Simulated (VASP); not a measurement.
# Ag in VASP: a series of runs

The runs below take Ag through relaxation of cell and atoms, single point, with r2SCAN.

Everything below comes from runs of VASP 6.6.1. Logs are shortened: lines on timing, memory, paths and dates and some standing lists are left out, and cuts for length are marked.

## (1) The cell of the first run

Symmetry: Fm-3m, No. 225, cubic system. Conventional cell: a = 4.104 Å, b = 4.104 Å, c = 4.104 Å, α = 90.00°, β = 90.00°, γ = 90.00°. Ag (site symmetry m-3m) has 12 Ag at 2.90 Å within 3.8 Å.

## (2) Relaxation of cell and atoms, r2SCAN

Input file POSCAR:

```
Ag
1.0
    0.0000000000      2.0521781806      2.0521781806
    2.0521781806      0.0000000000      2.0521781806
    2.0521781806      2.0521781806      0.0000000000
Ag
1
Direct
    0.0000000000      0.0000000000      0.0000000000
```

Input file INCAR.step1:

```
SYSTEM = Ag
PREC = Accurate ; ENCUT = 600
ISMEAR = 0 ; SIGMA = 0.1
LREAL = .FALSE. ; LASPH = .TRUE.
NELM = 100 ; GGA = PE
ALGO = Normal ; EDIFF = 1E-4
LWAVE = .TRUE. ; LCHARG = .FALSE.
```

Input file INCAR.step2:

```
SYSTEM = Ag
PREC = Accurate ; ENCUT = 600
EDIFF = 1E-7 ; ISMEAR = 0
SIGMA = 0.1 ; LREAL = .FALSE.
LASPH = .TRUE. ; NELM = 100
ALGO = Normal ; ISIF = 3
LWAVE = .FALSE. ; LCHARG = .FALSE.
METAGGA = R2SCAN ; LMIXTAU = .TRUE.
IBRION = 2 ; NSW = 100
EDIFFG = -0.005 ; ISTART = 1
```

Input file KPOINTS:

```
regular mesh
0
G
  18 18 18
  0 0 0
```

Potentials or basis: VASP PAW PBE potentials, release 64 (Ag).

The run is started by

```
$ cat potpaw_PBE.64/Ag/POTCAR > POTCAR
$ cp INCAR.step1 INCAR
$ mpirun -np 1 vasp_std > vasp.out
$ cp INCAR.step2 INCAR
$ mpirun -np 1 vasp_std > vasp.out
```

OUTCAR:

```text
SYSTEM = Ag
   PREC = Accurate
   ENCUT = 600
   EDIFF = 1E-7
   ISMEAR = 0
   LREAL = .FALSE.
   LASPH = .TRUE.
   NELM = 100
   ISIF = 3
   METAGGA = R2SCAN
   IBRION = 2
   NSW = 100
   EDIFFG = -0.005
   ISTART = 1

 ion  position               nearest neighbor table
   1  0.000  0.000  0.000-

  LATTYP: Found a face centered cubic cell.
 ALAT       =     4.1043563612

  Lattice vectors:

 A1 = (   0.0000000000,   2.0521781806,   2.0521781806)
 A2 = (   2.0521781806,   0.0000000000,   2.0521781806)
 A3 = (   2.0521781806,   2.0521781806,   0.0000000000)

Analysis of symmetry for initial positions (statically):
=====================================================================
 Subroutine PRICEL returns:
 Original cell was already a primitive cell.

 Routine SETGRP: Setting up the symmetry group for a
 face centered cubic supercell.

 Subroutine GETGRP returns: Found 48 space group operations
 (whereof 48 operations were pure point group operations)
 out of a pool of 48 trial point group operations.

The static configuration has the point symmetry O_h .

Analysis of symmetry for dynamics (positions and initial velocities):
=====================================================================
 Subroutine PRICEL returns:
 Original cell was already a primitive cell.

 Routine SETGRP: Setting up the symmetry group for a
 face centered cubic supercell.

 Subroutine GETGRP returns: Found 48 space group operations
 (whereof 48 operations were pure point group operations)
 out of a pool of 48 trial point group operations.

The dynamic configuration has the point symmetry O_h .

 Subroutine INISYM returns: Found 48 space group operations
 (whereof 48 operations are pure point group operations),
 and found     1 'primitive' translations

----------------------------------------------------------------------------------------

                                     Primitive cell

  volume of cell :      17.2852

  direct lattice vectors                    reciprocal lattice vectors
     0.000000000  2.052178181  2.052178181    -0.243643561  0.243643561  0.243643561
     2.052178181  0.000000000  2.052178181     0.243643561 -0.243643561  0.243643561
     2.052178181  2.052178181  0.000000000     0.243643561  0.243643561 -0.243643561

  length of vectors
     2.902218215  2.902218215  2.902218215     0.422003027  0.422003027  0.422003027

  position of ions in fractional coordinates (direct lattice)
     0.000000000  0.000000000  0.000000000

  ion indices of the primitive-cell ions
   primitive index   ion index
                 1           1

----------------------------------------------------------------------------------------

 KPOINTS: regular mesh

Automatic generation of k-mesh.
 Grid dimensions read from file:
 generate k-points for:   18   18   18

 Generating k-lattice:

  Cartesian coordinates                     Fractional coordinates (reciprocal lattice)
    -0.013535753  0.013535753  0.013535753     0.055555556  0.000000000  0.000000000
     0.013535753 -0.013535753  0.013535753     0.000000000  0.055555556  0.000000000
     0.013535753  0.013535753 -0.013535753     0.000000000  0.000000000  0.055555556

  Length of vectors
     0.023444613  0.023444613  0.023444613

  Shift w.r.t. Gamma in fractional coordinates (k-lattice)
     0.000000000  0.000000000  0.000000000

 Subroutine IBZKPT returns following result:
 ===========================================

 Found    195 irreducible k-points:

 Following reciprocal coordinates:
            Coordinates               Weight
  0.000000  0.000000  0.000000      1.000000
  0.055556  0.000000  0.000000      8.000000
  0.111111  0.000000  0.000000      8.000000
  0.166667  0.000000  0.000000      8.000000
  0.222222  0.000000  0.000000      8.000000
  0.277778  0.000000  0.000000      8.000000
[... 16 lines left out ...]
 -0.277778  0.055556  0.000000     24.000000
 -0.222222  0.055556  0.000000     24.000000
 [... further k-points ...]
   k-points           NKPTS =    195   k-points in BZ     NKDIM =    195   number of bands    NBANDS=      9
   number of dos      NEDOS =    301   number of ions     NIONS =      1
   total plane-waves  NPLWV =  13824
   dimension x,y,z NGX =    24 NGY =   24 NGZ =   24
   dimension x,y,z NGXF=    48 NGYF=   48 NGZF=   48
   ions per type =               1
   NGX,Y,Z   is equivalent  to a cutoff of  13.75, 13.75, 13.75 a.u.
   NGXF,Y,Z  is equivalent  to a cutoff of  27.50, 27.50, 27.50 a.u.
 SYSTEM =  Ag
   PREC   = accura    normal or accurate (medium, high low for compatibility)
   ISTART =      1    job   : 0-new  1-cont  2-samecut
   ICHARG =      0    charge: 1-file 2-atom 10-const
   ISPIN  =      1    spin polarized calculation?
   LNONCOLLINEAR =      F non collinear calculations
   LSORBIT =      F    spin-orbit coupling
   LASPH  =      T    aspherical Exc in radial PAW
   ENCUT  =  600.0 eV  44.10 Ry    6.64 a.u.   5.80  5.80  5.80*2*pi/ulx,y,z
   NELM   =    100;   NELMIN=  2; NELMDL=  0     # of ELM steps
   EDIFF  = 0.1E-06   stopping-criterion for ELM
   LREAL  =      F    real-space projection
   EDIFFG = -.5E-02   stopping-criterion for IOM
   NSW    =    100    number of steps for IOM
   IBRION =      2    ionic relax: 0-MD 1-quasi-New 2-CG
   NFREE  =      1    steps in history (QN), initial steepest desc. (CG)
   ISIF   =      3    stress and relaxation
   ISYM   =      2    0-nonsym 1-usesym 2-fastsym
   POTIM  = 0.5000    time-step for ionic-motion
   TEBEG  =    0.0;   TEEND  =   0.0 temperature during run
   PSTRESS=    0.0 pullay stress
   NELECT =      11.0000    total number of electrons
   NUPDOWN=      -1.0000    fix difference up-down
   EMIN   =  10.00;   EMAX   =-10.00  energy-range for DOS
   EFERMI =   0.00;   METHOD = LEGACY
   ISMEAR =     0;   SIGMA  =   0.10  broadening in eV -4-tet -1-fermi 0-gaus
   EFERMI_NEDOS =   21; number of points for ismear=-14 and -15
   IALGO  =     38    algorithm
   IMIX   =      4    mixing-type and parameters
     AMIX     =   0.40;   BMIX     =  1.00
     AMIX_MAG =   1.60;   BMIX_MAG =  1.00
  volume/ion in A,a.u.               =      17.29       116.65
  Fermi-wavevector in a.u.,A,eV,Ry     =   1.408145  2.661008 26.978610  1.982872
  Thomas-Fermi vector in A             =   2.530332
   LORBIT       =      0    0 simple, 1 ext, 2 COOP (PROOUT), +10 PAW based schemes
   METAGGA = R2SCAN    functional components
   LHFCALC =     F    Hartree Fock is set to
   AEXX    =    0.0000 exact exchange contribution
   IVDW    =     0    specifies the selected vdW correction
   LEPSILON=     F    determine dielectric tensor
   LRPA    =     F    only Hartree local field effects (RPA)
 conjugate gradient relaxation of ions
 non-spin polarized calculation
 Gauss-broadening in eV      SIGMA  =   0.10
  energy-cutoff  :      600.00
  volume of cell :       17.29
 maximum number of plane-waves:       589
   NGX = 11   NGY = 11   NGZ = 11

--------------------------------------- Ionic step        1  -------------------------------------------

 number of electron      10.9999999 magnetization

 Free energy of the ion-electron system (eV)
  ---------------------------------------------------
  ext. energy  EPLUGINS =         0.00000000
  ---------------------------------------------------
  free energy    TOTEN  =       -21.36029074 eV

  energy without entropy =      -21.35927834  energy(sigma->0) =      -21.35978454

------------------------ aborting loop because EDIFF is reached ----------------------------------------

  FORCE on cell =-STRESS in cart. coord.  units (eV):
  Direction    XX          YY          ZZ          XY          YZ          ZX
  --------------------------------------------------------------------------------------
  -------------------------------------------------------------------------------------
  Total        0.0104328      0.0104328      0.0104328      0.0000000      0.0000000      0.0000000
  in kB        0.9670197      0.9670197      0.9670197      0.0000000      0.0000000      0.0000000
  external PRESSURE =       0.9670197 kB  Pullay stress =       0.0000000 kB

 VOLUME and BASIS-vectors are now :
 -----------------------------------------------------------------------------
  energy-cutoff  :      600.00
  volume of cell :       17.29
      direct lattice vectors                 reciprocal lattice vectors
     0.000000000  2.052178181  2.052178181    -0.243643561  0.243643561  0.243643561
     2.052178181  0.000000000  2.052178181     0.243643561 -0.243643561  0.243643561
     2.052178181  2.052178181  0.000000000     0.243643561  0.243643561 -0.243643561
[... 36 lines left out ...]
 POSITION                                       TOTAL-FORCE (eV/Angst)
 -----------------------------------------------------------------------------------
      0.00000      0.00000      0.00000         0.000000      0.000000      0.000000
 -----------------------------------------------------------------------------------
    total drift:                               -0.000000      0.000000     -0.000000

  FREE ENERGIE OF THE ION-ELECTRON SYSTEM (eV)
  ---------------------------------------------------
  free  energy   TOTEN  =       -21.3602919737 eV

  energy  without entropy=      -21.3592745911  energy(sigma->0) =      -21.35978328

--------------------------------------- Ionic step        3  -------------------------------------------

 number of electron      10.9999999 magnetization

 Free energy of the ion-electron system (eV)
  ---------------------------------------------------
  ext. energy  EPLUGINS =         0.00000000
  ---------------------------------------------------
  free energy    TOTEN  =       -21.36029459 eV

  energy without entropy =      -21.35927960  energy(sigma->0) =      -21.35978709

 E-fermi :   8.2007     XC(G=0): -12.8680

 val. band max:        8.1678522892   @ k =   0.5000   0.1667   0.0556
 cond. band min:       8.3218811951   @ k =   0.5000   0.3333   0.1111
 fundamental gap:      0.1540289059
 Fermi energy:         8.2007398515

 k-point     1 :       0.0000    0.0000    0.0000
  band No.  band energies     occupation
      1       0.3837      2.00000
      2       3.1460      2.00000
      3       3.1460      2.00000
      4       3.1460      2.00000
      5       4.1642      2.00000
      6       4.1642      2.00000
      7      24.8519      0.00000
      8      28.4897      0.00000
      9      28.4897      0.00000

 k-point     2 :       0.0556    0.0000    0.0000
  band No.  band energies     occupation
      1       0.4825      2.00000
      2       3.1240      2.00000
      3       3.1731      2.00000
      4       3.1731      2.00000
      5       4.1539      2.00000
      6       4.1539      2.00000
      7      24.8628      0.00000
      8      27.6100      0.00000
      9      28.5213      0.00000
[... 253 lines left out ...]
 k-point    24 :      -0.2222    0.0556    0.0000
  band No.  band energies     occupation
      1       1.7515      2.00000
      2       3.2053      2.00000
      3       3.3877      2.00000
      4       3.4401      2.00000
      5       4.1223      2.00000
      6       4.5019      2.00000
      7      20.1092      0.00000
      8      25.0080      0.00000
      9      27.4354      0.00000

 [... further k-points ...]

------------------------ aborting loop because EDIFF is reached ----------------------------------------

  FORCE on cell =-STRESS in cart. coord.  units (eV):
  Direction    XX          YY          ZZ          XY          YZ          ZX
  --------------------------------------------------------------------------------------
  -------------------------------------------------------------------------------------
  Total        0.0017810      0.0017810      0.0017810     -0.0000000     -0.0000000      0.0000000
  in kB        0.1649487      0.1649487      0.1649487     -0.0000000     -0.0000000      0.0000000
  external PRESSURE =       0.1649487 kB  Pullay stress =       0.0000000 kB

 VOLUME and BASIS-vectors are now :
 -----------------------------------------------------------------------------
  energy-cutoff  :      600.00
  volume of cell :       17.30
      direct lattice vectors                 reciprocal lattice vectors
     0.000000000  2.052716800  2.052716800    -0.243579631  0.243579631  0.243579631
     2.052716800  0.000000000  2.052716800     0.243579631 -0.243579631  0.243579631
     2.052716800  2.052716800  0.000000000     0.243579631  0.243579631 -0.243579631

 POSITION                                       TOTAL-FORCE (eV/Angst)
 -----------------------------------------------------------------------------------
      0.00000      0.00000      0.00000         0.000000      0.000000      0.000000
 -----------------------------------------------------------------------------------
    total drift:                                0.000000      0.000000      0.000000

  FREE ENERGIE OF THE ION-ELECTRON SYSTEM (eV)
  ---------------------------------------------------
  free  energy   TOTEN  =       -21.3602945863 eV

  energy  without entropy=      -21.3592796020  energy(sigma->0) =      -21.35978709

 reached required accuracy - stopping structural energy minimisation
```

Wall time 2.8 min (1 thread of Intel Xeon Platinum 8488C (Sapphire Rapids), shared host); peak memory 0.18 GiB.

Results:

| Item | Value |
| --- | --- |
| Free energy | -21.3603 eV |
| Relaxed volume | 17.30 Å³/atom |
| Relaxed cell | a = 2.903 Å, b = 2.903 Å, c = 2.903 Å, α = 60.00°, β = 60.00°, γ = 60.00° |
| Space group after relaxing (to 0.05 Å) | Fm-3m (No. 225) |
| Energy gained by relaxing | 0.0 meV/atom |
| Ionic steps | 3 |
| Pressure after relaxing | 0.0 GPa |

Final structure:
```
Ag
1.0
     0.00000    2.05272    2.05272
     2.05272    0.00000    2.05272
     2.05272    2.05272    0.00000
Ag
1
Direct
  0.00000 0.00000 0.00000
```

Levels at points of the mesh, in eV from the Fermi level:
| k point | band 2 | band 3 | band 4 | band 5 | band 6 | band 7 | band 8 | band 9 |
| --- | --- | --- | --- | --- | --- | --- | --- | --- |
| (0.00, 0.00, 0.00) | -5.05 | -5.05 | -5.05 | -4.04 | -4.04 | 16.65 | 20.29 | 20.29 |
| (0.50, 0.00, 0.00) | -5.08 | -5.08 | -3.24 | -3.24 | -0.26 | 3.66 | 15.89 | 18.49 |
| (0.50, 0.50, 0.00) | -6.55 | -3.28 | -3.03 | -3.03 | 1.77 | 6.89 | 11.09 | 11.09 |

Caveat: the PAW data sets were made with another functional, which shifts forces and pressure a little.

## (3) Single point, r2SCAN

This run uses another cell than the first one: it holds 2 atoms, not 1.

Input file POSCAR:

```
Ag
1.0
    2.0521781806      2.0521781806      0.0000000000
   -2.0521781806      2.0521781806      0.0000000000
    0.0000000000      0.0000000000      4.1043563612
Ag
2
Direct
    0.0000000000      0.0000000000      0.0000000000
    0.5000000000      0.5000000000      0.5000000000
```

Input file INCAR.step1:

```
SYSTEM = Ag
ALGO = Normal
EDIFF = 1E-4
ENCUT = 520
GGA = PE
ISMEAR = 0
LASPH = .TRUE.
LCHARG = .FALSE.
LREAL = .FALSE.
LWAVE = .TRUE.
NBANDS = 18
NELM = 80
PREC = Accurate
SIGMA = 0.1
```

Input file INCAR.step2:

```
SYSTEM = Ag
ALGO = Normal
EDIFF = 1E-6
ENCUT = 520
ISIF = 2
ISMEAR = 0
ISTART = 1
LASPH = .TRUE.
LCHARG = .FALSE.
LMIXTAU = .TRUE.
LREAL = .FALSE.
LWAVE = .FALSE.
METAGGA = R2SCAN
NBANDS = 18
NELM = 80
PREC = Accurate
SIGMA = 0.1
```

Input file KPOINTS:

```
k-points
0
G
  18 18 12
  0 0 0
```

Potentials or basis: VASP PAW PBE potentials, release 64 (Ag).

The run is started by

```
$ cat potpaw_PBE.64/Ag/POTCAR > POTCAR
$ cp INCAR.step1 INCAR
$ mpirun -np 1 vasp_std > vasp.out
$ cp INCAR.step2 INCAR
$ mpirun -np 1 vasp_std > vasp.out
```

Run time: 5.9 min. Hardware: 1 thread of Intel Xeon Platinum 8488C (Sapphire Rapids), shared host; peak memory 0.31 GiB.

The run converged. Its results:

* Free energy: -42.7180 eV
* Pressure: 0.2 GPa
* Band gap on the k mesh: zero (band 11 reaches 14.38 eV, above the bottom of band 12 at 4.55 eV)

Levels at points of the mesh, in eV from the Fermi level:
| k point | band 8 | band 9 | band 10 | band 11 | band 12 | band 13 | band 14 | band 15 |
| --- | --- | --- | --- | --- | --- | --- | --- | --- |
| (0.00, 0.00, 0.00) | -4.10 | -3.34 | -3.09 | -3.09 | 1.71 | 6.83 | 11.03 | 11.03 |
| (0.50, 0.00, 0.00) | -4.47 | -4.08 | -4.08 | -0.65 | -0.65 | 9.49 | 9.49 | 9.59 |
| (0.50, 0.50, 0.00) | -3.09 | -3.09 | -3.09 | 1.71 | 1.71 | 6.84 | 6.84 | 11.03 |
| (0.00, 0.00, 0.50) | -4.25 | -4.00 | -4.00 | -3.73 | -3.73 | 15.06 | 15.06 | 15.06 |
| (0.50, 0.00, 0.50) | -3.30 | -3.30 | -3.30 | -0.33 | -0.33 | 3.60 | 3.60 | 15.83 |
| (0.50, 0.50, 0.50) | -4.08 | -3.09 | -3.09 | 6.10 | 6.10 | 6.10 | 6.10 | 7.17 |

Caveat: the PAW data sets were made with another functional, which shifts forces and pressure a little.

## (4) Single point, r2SCAN (biaxial strain in the a-b plane: -1.5 %)

Input file POSCAR:

```
Ag
1.0
    2.0213955079      2.0213955079      0.0000000000
   -2.0213955079      2.0213955079      0.0000000000
    0.0000000000      0.0000000000      4.1412955685
Ag
2
Direct
    0.0000000000      0.0000000000      0.0000000000
    0.5000000000      0.5000000000      0.5000000000
```

Input file INCAR.step1:

```
SYSTEM = Ag
ALGO = Normal
EDIFF = 1E-4
ENCUT = 520
GGA = PE
ISMEAR = 0
LASPH = .True.
LCHARG = .False.
LREAL = .False.
LWAVE = .True.
NBANDS = 18
NELM = 100
PREC = Accurate
SIGMA = 0.1
```

Input file INCAR.step2:

```
SYSTEM = Ag
ALGO = Normal
EDIFF = 1E-6
ENCUT = 520
ISIF = 2
ISMEAR = 0
ISTART = 1
LASPH = .True.
LCHARG = .True.
LELF = .True.
LMIXTAU = .True.
LREAL = .False.
LVHAR = .True.
LWAVE = .False.
METAGGA = R2SCAN
NBANDS = 18
NELM = 100
PREC = Accurate
SIGMA = 0.1
```

Input file KPOINTS:

```
k-points
0
Gamma
  18 18 12
  0 0 0
```

The run is started by

```
$ cat potpaw_PBE.64/Ag/POTCAR > POTCAR
$ cp INCAR.step1 INCAR
$ mpirun -np 1 vasp_std > vasp.out
$ cp INCAR.step2 INCAR
$ mpirun -np 1 vasp_std > vasp.out
```

Run time: 7.2 min. Hardware: 1 thread of Intel Xeon Platinum 8259CL at 2.50GHz (Skylake/Cascade Lake), shared host; peak memory 0.3 GiB.

Results (log left out):

- Free energy: -42.7089 eV
- Pressure: 2.6 GPa
- Band gap on the k mesh: zero (band 11 reaches 14.76 eV, above the bottom of band 12 at 4.86 eV)

Stress tensor (GPa, compression positive):
```
3.01 0.00 0.00
0.00 3.01 0.00
0.00 0.00 1.66
```

Levels at points of the mesh, in eV from the Fermi level:
```csv
k point,band 9,band 10,band 11,band 12,band 13,band 14
"(0.00, 0.00, 0.00)",-3.33,-3.08,-3.08,1.43,6.62,11.47
"(0.50, 0.00, 0.00)",-4.07,-4.07,-0.52,-0.52,9.46,9.46
"(0.50, 0.50, 0.00)",-3.01,-3.01,1.85,1.85,7.23,7.23
"(0.00, 0.00, 0.50)",-4.14,-4.14,-3.69,-3.69,15.45,15.45
"(0.50, 0.00, 0.50)",-3.26,-3.26,-0.37,-0.37,3.74,3.74
"(0.50, 0.50, 0.50)",-3.01,-3.01,6.21,6.21,6.21,6.21
```

Caveat: the cell differs from its parent crystal (biaxial strain in the a-b plane: -1.5 %); the PAW data sets were made with another functional, which shifts forces and pressure a little.

(Continued in part 2 of 2.)
